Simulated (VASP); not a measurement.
Input of a VASP 6.6.1 run:

The input INCAR:

```
ALGO     = Normal         # electronic algorithm
EDIFF    = 1E-7           # SCF threshold, eV
ENCUT    = 520            # plane-wave cutoff, eV
GGA      = PE             # functional
ISIF     = 2              # what is computed and relaxed
ISMEAR   = 0              # smearing method
LASPH    = T              # aspherical terms in the spheres
LCHARG   = T              # write CHGCAR
LELF     = T              # ELF
LREAL    = F              # projectors in reciprocal space
LVHAR    = T            
LWAVE    = F              # write WAVECAR
NBANDS   = 11             # bands
NELM     = 100            # most SCF steps
PREC     = Accurate       # precision mode
SIGMA    = 0.01           # smearing width, eV
```

Contents of KPOINTS:

```
k-points
0
Gamma
  8 8 8
```

File POSCAR:

```
C
1.0
    0.0000000000      1.7858176040      1.7858176040
    1.7858176040      0.0000000000      1.7858176040
    1.7858176040      1.7858176040      0.0000000000
C
2
Direct
    0.0000000000      0.0000000000      0.0000000000
    0.2500000000      0.2500000000      0.2500000000
```

Potentials or basis: VASP PAW PBE potentials, release 64 (C).

The run is started by

```bash
$ cat potpaw_PBE.64/C/POTCAR > POTCAR
$ mpirun -np 1 vasp_std > vasp.out
```

**Question.** Estimate the pressure.

**Answer.** 0.6 GPa.

**Question.** What does it give for the band gap on the k mesh?

**Answer.** 4.12 eV, indirect (least direct gap 5.58 eV).

A k mesh can miss the band edges. PBE gaps usually lie below the measured ones, often by a third to a half.
